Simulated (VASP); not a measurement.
# MoS2 (P-6m2) in VASP: further runs, part 2 of 2

VASP 6.6.1. The steps go on from the part before.

## 4. Single point, PBE+D3(BJ) (c/a of the conventional cell at fixed volume 1.9973)

File INCAR:

```
SYSTEM = MoS2
  PREC = Accurate
  ENCUT = 500
  EDIFF = 1E-6
  ISMEAR = 0
  SIGMA = 0.05
  LREAL = .False.
  LASPH = .True.
  NELM = 120
  ALGO = Normal
  ISIF = 2
  LWAVE = .False.
  LCHARG = .True.
  GGA = PE
  IVDW = 12
  LELF = .True.
  LVHAR = .True.
  NBANDS = 20
  GGA_COMPAT = .False.
```

File KPOINTS:

```
regular mesh
0
Gamma
  12 12 4
  0 0 0
```

File POSCAR:

```
MoS2
1.0
    3.2075152338      0.0000000000      0.0000000000
   -1.6037576169      2.7777896755      0.0000000000
    0.0000000000      0.0000000000      6.4063701764
Mo S
1 2
Direct
    0.0000000000      0.0000000000      0.0000000000
    0.3333333333      0.6666666667      0.2734172850
    0.3333333333      0.6666666667      0.7265827150
```

Potentials or basis: VASP PAW PBE potentials, release 64 (Mo_sv, S).

The run is started by

```sh
$ cat potpaw_PBE.64/Mo_sv/POTCAR potpaw_PBE.64/S/POTCAR > POTCAR
$ mpirun -np 1 vasp_std > vasp.out
```

OUTCAR:

```text
SYSTEM = MoS2
   PREC = Accurate
   ENCUT = 500
   EDIFF = 1E-6
   ISMEAR = 0
   LREAL = .False.
   LASPH = .True.
   NELM = 120
   ISIF = 2
   GGA = PE
   IVDW = 12
 IVDW          = 12

 ion  position               nearest neighbor table
   1  0.000  0.000  0.000-   2 2.55   3 2.55   2 2.55   3 2.55   2 2.55   3 2.55
   2  0.333  0.667  0.273-   1 2.55   1 2.55   1 2.55
   3  0.333  0.667  0.727-   1 2.55   1 2.55   1 2.55

  LATTYP: Found a hexagonal cell.
 ALAT       =     3.2075152338
 C/A-ratio  =     1.9973000000

  Lattice vectors:

 A1 = (   3.2075152338,   0.0000000000,   0.0000000000)
 A2 = (  -1.6037576169,   2.7777896755,   0.0000000000)
 A3 = (   0.0000000000,   0.0000000000,   6.4063701764)

Analysis of symmetry for initial positions (statically):
=====================================================================
 Subroutine PRICEL returns:
 Original cell was already a primitive cell.

 Routine SETGRP: Setting up the symmetry group for a
 hexagonal supercell.

 Subroutine GETGRP returns: Found 12 space group operations
 (whereof 12 operations were pure point group operations)
[... 164 lines left out ...]

  energy without entropy =      -20.99012237  energy(sigma->0) =      -20.99012237

 E-fermi :   6.7751     XC(G=0): -10.5996

 val. band max:        6.4831066892   @ k =   0.0000   0.0000   0.5000
 cond. band min:       7.0726720700   @ k =   0.1667   0.1667   0.0000
 fundamental gap:      0.5895653808
 Fermi energy:         6.7750927696

 k-point     1 :       0.0000    0.0000    0.0000
  band No.  band energies     occupation
      1     -54.8423      2.00000
      2     -28.9353      2.00000
      3     -28.7069      2.00000
      4     -28.7069      2.00000
      5      -7.6393      2.00000
      6      -6.2856      2.00000
[... 541 lines left out ...]
     19      14.0766      0.00000
     20      14.4559      0.00000

 [... further k-points ...]

------------------------ aborting loop because EDIFF is reached ----------------------------------------

 Edisp (eV)   -1.18912

 E8    (eV) :    -0.4792

  FORCE on cell =-STRESS in cart. coord.  units (eV):
  Direction    XX          YY          ZZ          XY          YZ          ZX
  --------------------------------------------------------------------------------------
  -------------------------------------------------------------------------------------
  Total      -4.27312    -4.27312    -8.00986     0.00000     0.00000     0.00000
  in kB    -119.94326  -119.94326  -224.83046     0.00000     0.00000     0.00000
  external pressure =     -154.91 kB  Pullay stress =        0.00 kB

 VOLUME and BASIS-vectors are now :
 -----------------------------------------------------------------------------
  energy-cutoff  :      500.00
  volume of cell :       57.08
      direct lattice vectors                 reciprocal lattice vectors
     3.207515234  0.000000000  0.000000000     0.311767810  0.179999229  0.000000000
    -1.603757617  2.777789676  0.000000000     0.000000000  0.359998458  0.000000000
     0.000000000  0.000000000  6.406370176     0.000000000  0.000000000  0.156094633

 POSITION                                       TOTAL-FORCE (eV/Angst)
 -----------------------------------------------------------------------------------
      0.00000      0.00000      0.00000        -0.000000     -0.000000      0.000000
     -0.00000      1.85186      1.75161         0.000000      0.000000     -3.403078
     -0.00000      1.85186      4.65476        -0.000000     -0.000000      3.403078
 -----------------------------------------------------------------------------------
    total drift:                                0.000000     -0.000000     -0.000000

  FREE ENERGIE OF THE ION-ELECTRON SYSTEM (eV)
  ---------------------------------------------------
  free  energy   TOTEN  =       -22.1792454690 eV

  energy  without entropy=      -22.1792454690  energy(sigma->0) =      -22.17924547
```

OSZICAR:

```text
N       E                     dE             d eps       ncg     rms          rms(c)
DAV:   1     0.171480166824E+03    0.17148E+03   -0.12952E+04  2312   0.118E+03
DAV:   2    -0.154721850596E+02   -0.18695E+03   -0.18183E+03  2832   0.304E+02
DAV:   3    -0.226438848837E+02   -0.71717E+01   -0.70750E+01  2768   0.547E+01
DAV:   4    -0.227359051949E+02   -0.92020E-01   -0.91964E-01  2804   0.646E+00
DAV:   5    -0.227373892995E+02   -0.14841E-02   -0.14840E-02  2868   0.800E-01    0.179E+01
DAV:   6    -0.220532187884E+02    0.68417E+00   -0.19346E+01  2456   0.224E+01    0.957E+00
DAV:   7    -0.211151402263E+02    0.93808E+00   -0.92906E+00  2380   0.147E+01    0.462E+00
DAV:   8    -0.209917254933E+02    0.12341E+00   -0.71031E-01  2584   0.466E+00    0.199E+00
DAV:   9    -0.209928127586E+02   -0.10873E-02   -0.42915E-02  2672   0.122E+00    0.703E-01
DAV:  10    -0.209901782467E+02    0.26345E-02   -0.24228E-02  2556   0.946E-01    0.259E-01
DAV:  11    -0.209901291821E+02    0.49065E-04   -0.10545E-03  2612   0.212E-01    0.821E-02
DAV:  12    -0.209900984134E+02    0.30769E-04   -0.11694E-04  2684   0.654E-02    0.630E-02
DAV:  13    -0.209901220409E+02   -0.23628E-04   -0.10349E-04  2504   0.618E-02    0.114E-02
DAV:  14    -0.209901223726E+02   -0.33165E-06   -0.41378E-06  2832   0.127E-02
   1 F= -.22179245E+02 E0= -.22179245E+02  d E =-.197339E-18
```

stdout:

```text
POSCAR found type information on POSCAR MoS
 POSCAR found :  2 types and       3 ions
 scaLAPACK will be used
 LDA part: xc-table for (Slater+PW92), standard interpolation
 POSCAR, INCAR and KPOINTS ok, starting setup
 FFT: planning ... GRIDC
 FFT: planning ... GRID_SOFT
 FFT: planning ... GRID
 WAVECAR not read
 entering main loop
```

Run time: 71 s. Hardware: 1 thread of AMD EPYC 7R13 (Zen 3), shared host; peak memory 0.18 GiB.

What came out:

| Item | Value |
| --- | --- |
| Free energy | -22.1792 eV |
| Pressure | -15.5 GPa |
| Largest force | 3.403 eV/Å |
| Band gap on the k mesh | 0.59 eV, indirect (least direct gap 1.35 eV) |
| Dispersion energy per atom | -0.396 eV |

Forces on the atoms (eV/Å):
```
Mo   0.000  0.000  0.000
S    0.000  0.000 -3.403
S    0.000  0.000  3.403
```

Stress tensor (GPa, compression positive):
```
-11.99   0.00   0.00
  0.00 -11.99   0.00
  0.00   0.00 -22.48
```

Levels at points of the mesh, in eV from the valence-band top:
```
           k point  band 11  band 12  band 13  band 14  band 15  band 16
(0.00, 0.00, 0.00)    -1.08    -1.08    -0.80     1.89     1.89     2.33
(0.50, 0.00, 0.00)    -1.56    -1.44    -1.07     1.86     1.92     3.34
(0.00, 0.00, 0.50)    -1.18    -1.18     0.00     2.05     2.05     2.25
(0.50, 0.00, 0.50)    -2.77    -0.73    -0.44     1.95     2.35     2.41
```

Caveat: forces of over 1 eV/Å act on the atoms, so gaps and moduli don't describe the material at rest.

## 5. Single point, PBE+D3(BJ) (c/a of the conventional cell at fixed volume 1.9973)

File INCAR:

```
SYSTEM = MoS2
PREC     = Accurate       ! precision mode
ENCUT    = 500            ! plane-wave cutoff, eV
EDIFF    = 1E-6           ! SCF threshold, eV
ISMEAR   = 0              ! smearing method
SIGMA    = 0.05           ! smearing width, eV
LREAL    = .FALSE.        ! projectors in reciprocal space
LASPH    = .TRUE.         ! aspherical terms in the spheres
NELM     = 120            ! most SCF steps
ALGO     = Normal         ! electronic algorithm
ISIF     = 2              ! what is computed and relaxed
LWAVE    = .FALSE.        ! write WAVECAR
LCHARG   = .FALSE.        ! write CHGCAR
GGA      = PE             ! functional
IVDW     = 12             ! dispersion correction
NBANDS   = 20             ! bands
GGA_COMPAT= .FALSE.
```

File KPOINTS:

```
regular mesh
0
G
  12 12 4
  0 0 0
```

File POSCAR:

```
MoS2
1.0
    3.2075152338      0.0000000000      0.0000000000
   -1.6037576169      2.7777896755      0.0000000000
    0.0000000000      0.0000000000      6.4063701764
Mo S
1 2
Direct
    0.0000000000      0.0000000000      0.0000000000
    0.3333333333      0.6666666667      0.2232580192
    0.3333333333      0.6666666667      0.7767419808
```

The run is started by

```sh
$ cat potpaw_PBE.64/Mo_sv/POTCAR potpaw_PBE.64/S/POTCAR > POTCAR
$ mpirun -np 1 vasp_std > vasp.out
```

It took 62 s on 1 thread of AMD EPYC 7R13 (Zen 3), shared host; peak memory 0.18 GiB.

The run converged. Its results:

```
Free energy                : -22.6782 eV
Pressure                   : 8.8 GPa
Largest force              : 2.540 eV/Å
Dispersion energy per atom : -0.397 eV
```

Forces in eV/Å, atoms in the order of the input:
```
Mo   0.000  0.000  0.000
S    0.000  0.000  2.540
S    0.000  0.000 -2.540
```

Stress tensor (GPa, compression positive):
```
 3.04  0.00  0.00
 0.00  3.04  0.00
 0.00  0.00 20.21
```

Levels at points of the mesh, in eV from the Fermi level:
```
           k point  band 11  band 12  band 13  band 14  band 15  band 16
(0.00, 0.00, 0.00)    -3.16    -1.53    -0.94     1.71     1.71     2.25
(0.50, 0.00, 0.00)    -2.57    -2.09    -1.90     0.94     1.48     3.43
(0.00, 0.00, 0.50)    -3.18    -3.09     0.01     1.65     1.65     2.36
(0.50, 0.00, 0.50)    -2.98    -2.51    -1.53     0.96     1.55     2.80
```

Caveat: forces of over 1 eV/Å act on the atoms, so gaps and moduli don't describe the material at rest.

## 6. Summary

```tsv
cell	gap on the mesh (eV)	pressure (GPa)	largest force (eV/Å)
a = 3.122, b = 3.122, c = 6.762 Å, angles 90.0, 90.0, 120.0°, 3 atoms	0.79	-12.5	2.90
a = 3.149, b = 3.149, c = 6.645 Å, angles 90.0, 90.0, 120.0°, 3 atoms	0.83	8.2	1.80
a = 3.208, b = 3.208, c = 6.406 Å, angles 90.0, 90.0, 120.0°, 3 atoms	-	8.8	2.54
```

Some of these runs hold the atoms at other places in the same cell, which the table doesn't show; runs alike in all that it shows share one row.

Alike in all rows: task single point; level PBE+D3(BJ); potentials or basis VASP PAW PBE potentials, release 64 (Mo_sv, S); no spin polarisation; k mesh 12 × 12 × 4; cutoff (eV) 500; smearing gaussian 0.05 eV.

Caveats: forces of over 1 eV/Å act on the atoms, so gaps and moduli don't describe the material at rest.

Total energies depend on the potentials used, so only differences within one code and one set of settings carry meaning.
